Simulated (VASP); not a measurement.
# CaO (Cm) in VASP: single point with PBEsol

Aim: the single point of CaO with PBEsol.

Everything below comes from runs of VASP 6.6.1. Logs are shortened: lines on timing, memory, paths and dates and some standing lists are left out, and cuts for length are marked.

### Step 1. The cell of the first run

It takes space group Cm (No. 8, monoclinic). Conventional cell: a = 4.718 Å, b = 4.710 Å, c = 17.000 Å, α = 90.00°, β = 90.00°, γ = 90.00°. Within 3.1 Å of Ca (site symmetry m) lie 5 O at 2.36 to 2.40 Å. Ca (site symmetry m) has 5 O at 2.36 to 2.40 Å within 3.1 Å. Ca (site symmetry m) has 5 O at 2.36 to 2.40 Å within 3.1 Å. Ca (site symmetry m) has 5 O at 2.36 to 2.44 Å within 3.1 Å. Within 3.1 Å of O (site symmetry m) lie 5 Ca at 2.36 to 2.40 Å. O (site symmetry m) has 5 Ca at 2.36 to 2.40 Å within 3.1 Å. Within 3.1 Å of O (site symmetry m) lie 5 Ca at 2.36 to 2.40 Å. Within 3.1 Å of O (site symmetry m) lie 5 Ca at 2.36 to 2.44 Å.

### Step 2. Single point, PBEsol (last atom moved by 0.04 Å along z, cell strained by +1.5% along z)

The input, INCAR:

```
SYSTEM = CaO
ADDGRID = .False.
ALGO = Normal
EDIFF = 1E-8
EFERMI = MIDGAP
ENCUT = 840
GGA = PS
GGA_COMPAT = .False.
ISIF = 2
ISMEAR = 0
KPAR = 8
LASPH = .True.
LCHARG = .False.
LREAL = .False.
LWAVE = .False.
NBANDS = 64
NELM = 120
PREC = Accurate
SIGMA = 0.03
```

The input, KPOINTS:

```
Automatic mesh
0
Gamma
  10 10 2
  0 0 0
```

The input, POSCAR:

```
CaO
1.0
    2.3550650000     -2.3592240000      0.0000000000
    2.3550650000      2.3592240000      0.0000000000
    0.0000000000      0.0000000000     17.0002228200
Ca O
4 4
Direct
    0.5672080000      0.4327920000      0.3215120000
    0.4327920000      0.5672080000      0.6784880000
    0.9327920000      0.0672080000      0.8215120000
    0.0672080000      0.9327920000      0.1784880000
    0.5670080000      0.4329920000      0.1803640000
    0.4329920000      0.5670080000      0.8196360000
    0.9329920000      0.0670080000      0.6803640000
    0.0670080000      0.9329920000      0.3220242000
```

Potentials or basis: VASP PAW PBE potentials, release 64 (Ca_sv, O).

Run with:

```
$ cat potpaw_PBE.64/Ca_sv/POTCAR potpaw_PBE.64/O/POTCAR > POTCAR
$ mpirun -np 8 vasp_std > vasp.out
```

OUTCAR:

```text
SYSTEM = CaO
   EDIFF = 1E-8
   EFERMI = MIDGAP
   ENCUT = 840
   GGA = PS
   ISIF = 2
   ISMEAR = 0
   LASPH = .True.
   LREAL = .False.
   NELM = 120
   PREC = Accurate

 ion  position               nearest neighbor table
   1  0.567  0.433  0.322-   8 2.36   8 2.36   8 2.36   8 2.36   5 2.40
   2  0.433  0.567  0.678-   7 2.36   7 2.36   7 2.36   7 2.36   6 2.40
   3  0.933  0.067  0.822-   6 2.36   6 2.36   6 2.36   6 2.36   7 2.40
   4  0.067  0.933  0.178-   5 2.36   5 2.36   5 2.36   5 2.36   8 2.44
   5  0.567  0.433  0.180-   4 2.36   4 2.36   4 2.36   4 2.36   1 2.40
   6  0.433  0.567  0.820-   3 2.36   3 2.36   3 2.36   3 2.36   2 2.40
   7  0.933  0.067  0.680-   2 2.36   2 2.36   2 2.36   2 2.36   3 2.40
   8  0.067  0.933  0.322-   1 2.36   1 2.36   1 2.36   1 2.36   4 2.44

  LATTYP: Found a base centered orthorhombic cell.
 ALAT       =     4.7101300000
 B/A-ratio  =     1.0017659810
 C/A-ratio  =     3.6092895143

  Lattice vectors:

 A1 = (   2.3550650000,  -2.3592240000,   0.0000000000)
 A2 = (   2.3550650000,   2.3592240000,   0.0000000000)
 A3 = (   0.0000000000,   0.0000000000,  17.0002228200)

Analysis of symmetry for initial positions (statically):
=====================================================================
 Subroutine PRICEL returns:
 Original cell was already a primitive cell.

 Routine SETGRP: Setting up the symmetry group for a
 base centered orthorhombic supercell.

 Subroutine GETGRP returns: Found  2 space group operations
 (whereof  2 operations were pure point group operations)
 out of a pool of  8 trial point group operations.

The static configuration has the point symmetry C_1h.

Analysis of symmetry for dynamics (positions and initial velocities):
=====================================================================
 Subroutine PRICEL returns:
 Original cell was already a primitive cell.

 Routine SETGRP: Setting up the symmetry group for a
 base centered orthorhombic supercell.

 Subroutine GETGRP returns: Found  2 space group operations
 (whereof  2 operations were pure point group operations)
 out of a pool of  8 trial point group operations.

The dynamic configuration has the point symmetry C_1h.

 Subroutine INISYM returns: Found  2 space group operations
 (whereof  2 operations are pure point group operations),
 and found     1 'primitive' translations

----------------------------------------------------------------------------------------

                                     Primitive cell

  volume of cell :     188.9108

  direct lattice vectors                    reciprocal lattice vectors
     2.355065000 -2.359224000  0.000000000     0.212308365 -0.211934094  0.000000000
     2.355065000  2.359224000  0.000000000     0.212308365  0.211934094  0.000000000
     0.000000000  0.000000000 17.000222820     0.000000000  0.000000000  0.058822758

  length of vectors
     3.333507018  3.333507018 17.000222820     0.299984836  0.299984836  0.058822758

  position of ions in fractional coordinates (direct lattice)
     0.567208000  0.432792000  0.321512000
     0.432792000  0.567208000  0.678488000
     0.932792000  0.067208000  0.821512000
     0.067208000  0.932792000  0.178488000
     0.567008000  0.432992000  0.180364000
     0.432992000  0.567008000  0.819636000
     0.932992000  0.067008000  0.680364000
     0.067008000  0.932992000  0.322024200

  ion indices of the primitive-cell ions
   primitive index   ion index
                 1           1
                 2           2
                 3           3
                 4           4
                 5           5
                 6           6
                 7           7
                 8           8

----------------------------------------------------------------------------------------

 KPOINTS: Automatic mesh

Automatic generation of k-mesh.
 Grid dimensions read from file:
 generate k-points for:   10   10    2

 Generating k-lattice:

  Cartesian coordinates                     Fractional coordinates (reciprocal lattice)
     0.021230837 -0.021193409  0.000000000     0.100000000  0.000000000  0.000000000
     0.021230837  0.021193409  0.000000000     0.000000000  0.100000000  0.000000000
     0.000000000  0.000000000  0.029411379     0.000000000  0.000000000  0.500000000

  Length of vectors
     0.029998484  0.029998484  0.029411379

  Shift w.r.t. Gamma in fractional coordinates (k-lattice)
     0.000000000  0.000000000  0.000000000

 Subroutine IBZKPT returns following result:
 ===========================================

 Found     62 irreducible k-points:

 Following reciprocal coordinates:
            Coordinates               Weight
  0.000000  0.000000  0.000000      1.000000
  0.100000 -0.000000  0.000000      4.000000
  0.200000 -0.000000  0.000000      4.000000
  0.300000 -0.000000  0.000000      4.000000
  0.400000 -0.000000  0.000000      4.000000
  0.500000 -0.000000  0.000000      2.000000
[... 16 lines left out ...]
  0.300000  0.300000  0.000000      2.000000
  0.400000  0.300000  0.000000      4.000000
 [... further k-points ...]
   k-points           NKPTS =     62   k-points in BZ     NKDIM =     62   number of bands    NBANDS=     64
   number of dos      NEDOS =    301   number of ions     NIONS =      8
   total plane-waves  NPLWV = 165888
   dimension x,y,z NGX =    32 NGY =   32 NGZ =  162
   dimension x,y,z NGXF=    64 NGYF=   64 NGZF=  324
   ions per type =               4   4
   NGX,Y,Z   is equivalent  to a cutoff of  15.96, 15.96, 15.84 a.u.
   NGXF,Y,Z  is equivalent  to a cutoff of  31.92, 31.92, 31.68 a.u.
 SYSTEM =  CaO
   PREC   = accura    normal or accurate (medium, high low for compatibility)
   ISTART =      0    job   : 0-new  1-cont  2-samecut
   ICHARG =      2    charge: 1-file 2-atom 10-const
   ISPIN  =      1    spin polarized calculation?
   LNONCOLLINEAR =      F non collinear calculations
   LSORBIT =      F    spin-orbit coupling
   LASPH  =      T    aspherical Exc in radial PAW
   ENCUT  =  840.0 eV  61.74 Ry    7.86 a.u.   7.88  7.88 40.17*2*pi/ulx,y,z
   NELM   =    120;   NELMIN=  2; NELMDL= -5     # of ELM steps
   EDIFF  = 0.1E-07   stopping-criterion for ELM
   LREAL  =      F    real-space projection
   EDIFFG = 0.1E-06   stopping-criterion for IOM
   NSW    =      0    number of steps for IOM
   IBRION =     -1    ionic relax: 0-MD 1-quasi-New 2-CG
   NFREE  =      0    steps in history (QN), initial steepest desc. (CG)
   ISIF   =      2    stress and relaxation
   ISYM   =      2    0-nonsym 1-usesym 2-fastsym
   POTIM  = 0.5000    time-step for ionic-motion
   TEBEG  =    0.0;   TEEND  =   0.0 temperature during run

   SCALEE = 1.0000    scale energy and forces
   PSTRESS=    0.0 pullay stress
   NELECT =      64.0000    total number of electrons
   NUPDOWN=      -1.0000    fix difference up-down
   EMIN   =  10.00;   EMAX   =-10.00  energy-range for DOS
   EFERMI =   0.00;   METHOD = MIDGAP
   ISMEAR =     0;   SIGMA  =   0.03  broadening in eV -4-tet -1-fermi 0-gaus
   EFERMI_NEDOS =   21; number of points for ismear=-14 and -15
   IALGO  =     38    algorithm
   IMIX   =      4    mixing-type and parameters
     AMIX     =   0.40;   BMIX     =  1.00
     AMIX_MAG =   1.60;   BMIX_MAG =  1.00
  volume/ion in A,a.u.               =      23.61       159.35
  Fermi-wavevector in a.u.,A,eV,Ry     =   1.141255  2.156659 17.721077  1.302462
  Thomas-Fermi vector in A             =   2.277955
   LORBIT       =      0    0 simple, 1 ext, 2 COOP (PROOUT), +10 PAW based schemes
   GGA     = PS    functional components
   LHFCALC =     F    Hartree Fock is set to
   AEXX    =    0.0000 exact exchange contribution
   IVDW    =     0    specifies the selected vdW correction
   LEPSILON=     F    determine dielectric tensor
   LRPA    =     F    only Hartree local field effects (RPA)

   CSHIFT  =0.1000    complex shift for real part using Kramers Kronig

   OMEGAMAX=  -1.0    maximum frequency
 non-spin polarized calculation
 Gauss-broadening in eV      SIGMA  =   0.03
  energy-cutoff  :      840.00
  volume of cell :      188.91
 maximum number of plane-waves:     10492
   NGX = 15   NGY = 15   NGZ = 81

 number of electron      64.0000006 magnetization

 Free energy of the ion-electron system (eV)
  ---------------------------------------------------
  ext. energy  EPLUGINS =         0.00000000
  ---------------------------------------------------
  free energy    TOTEN  =       -51.69647803 eV

  energy without entropy =      -51.69647803  energy(sigma->0) =      -51.69647803

 E-fermi :   0.9176     XC(G=0):  -7.3132

 val. band max:       -0.1640256400   @ k =   0.0000   0.0000   0.5000
 cond. band min:       1.9992349119   @ k =   0.0000   0.0000   0.0000
 fundamental gap:      2.1632605520
 Fermi energy:         0.9176046360

 k-point     1 :       0.0000    0.0000    0.0000
  band No.  band energies     occupation
      1     -38.1034      2.00000
      2     -37.9422      2.00000
      3     -37.9086      2.00000
      4     -37.8696      2.00000
      5     -19.5458      2.00000
      6     -19.4391      2.00000
[... 36 lines left out ...]
     43       6.5327      0.00000
     44       6.6011      0.00000

 k-point     2 :       0.1000   -0.0000    0.0000
  band No.  band energies     occupation
      1     -38.0986      2.00000
      2     -37.9363      2.00000
      3     -37.9049      2.00000
      4     -37.8670      2.00000
      5     -19.5470      2.00000
      6     -19.4416      2.00000
[... 36 lines left out ...]
     43       6.5749      0.00000
     44       6.5857      0.00000

 k-point     3 :       0.2000   -0.0000    0.0000
  band No.  band energies     occupation
      1     -38.0859      2.00000
      2     -37.9204      2.00000
      3     -37.8953      2.00000
      4     -37.8606      2.00000
      5     -19.5705      2.00000
      6     -19.4694      2.00000
[... 976 lines left out ...]
     43       7.1359      0.00000
     44       7.2134      0.00000

 k-point    24 :       0.4000    0.3000    0.0000
  band No.  band energies     occupation
      1     -38.0305      2.00000
      2     -37.8498      2.00000
      3     -37.8480      2.00000
      4     -37.8285      2.00000
      5     -19.5991      2.00000
      6     -19.5023      2.00000
[... 36 lines left out ...]
     43       7.1005      0.00000
     44       7.4394      0.00000

 [... further k-points ...]

 [bands above 44 left out]

------------------------ aborting loop because EDIFF is reached ----------------------------------------

  FORCE on cell =-STRESS in cart. coord.  units (eV):
  Direction    XX          YY          ZZ          XY          YZ          ZX
  --------------------------------------------------------------------------------------
  -------------------------------------------------------------------------------------
  Total       -3.5393385     -3.7475061     -2.6391868      0.0000000      0.0000107      0.0000000
  in kB      -30.0176018    -31.7830995    -22.3832956      0.0000000      0.0000904      0.0000000
  external PRESSURE =     -28.0613323 kB  Pullay stress =       0.0000000 kB

 VOLUME and BASIS-vectors are now :
 -----------------------------------------------------------------------------
  energy-cutoff  :      840.00
  volume of cell :      188.91
      direct lattice vectors                 reciprocal lattice vectors
     2.355065000 -2.359224000  0.000000000     0.212308365 -0.211934094  0.000000000
     2.355065000  2.359224000  0.000000000     0.212308365  0.211934094  0.000000000
     0.000000000  0.000000000 17.000222820     0.000000000  0.000000000  0.058822758

 POSITION                                       TOTAL-FORCE (eV/Angst)
 -----------------------------------------------------------------------------------
      2.35507     -0.31712      5.46578         0.000000      0.002403     -0.093626
      2.35507      0.31712     11.53445         0.000000     -0.002374      0.280861
      2.35507     -2.04211     13.96589         0.000000     -0.002413     -0.326642
      2.35507      2.04211      3.03434         0.000000      0.002374      0.361236
      2.35507     -0.31617      3.06623         0.000000     -0.004459      0.199087
      2.35507      0.31617     13.93399         0.000000      0.004497     -0.187712
      2.35507     -2.04305     11.56634         0.000000      0.004497      0.233539
      2.35507      2.04305      5.47448         0.000000     -0.004523     -0.466743
 -----------------------------------------------------------------------------------
    total drift:                               -0.000000      0.000019      0.000186

  FREE ENERGIE OF THE ION-ELECTRON SYSTEM (eV)
  ---------------------------------------------------
  free  energy   TOTEN  =       -51.6964780274 eV

  energy  without entropy=      -51.6964780274  energy(sigma->0) =      -51.69647803
```

Run time: 4.9 min. Hardware: 8 MPI ranks of Intel Xeon Platinum 8375C at 2.90GHz (Ice Lake), shared host; peak memory 1.2 GiB.

Results:

| Item | Value |
| --- | --- |
| Free energy | -51.6965 eV |
| Pressure | -2.8 GPa |
| Largest force | 0.467 eV/Å |
| Band gap on the k mesh | 2.16 eV |

Forces on the atoms (eV/Å):
```
Ca   0.000  0.002 -0.094
Ca   0.000 -0.002  0.281
Ca   0.000 -0.002 -0.327
Ca   0.000  0.002  0.361
O    0.000 -0.004  0.199
O    0.000  0.004 -0.188
O    0.000  0.004  0.234
O    0.000 -0.005 -0.467
```

Stress tensor (GPa, compression positive):
```
-3.00  0.00  0.00
 0.00 -3.18  0.00
 0.00  0.00 -2.24
```

Caveat: the cell differs from its parent crystal (last atom moved by 0.04 Å along z, cell strained by +1.5% along z); the PAW data sets were made with another functional, which shifts forces and pressure a little.
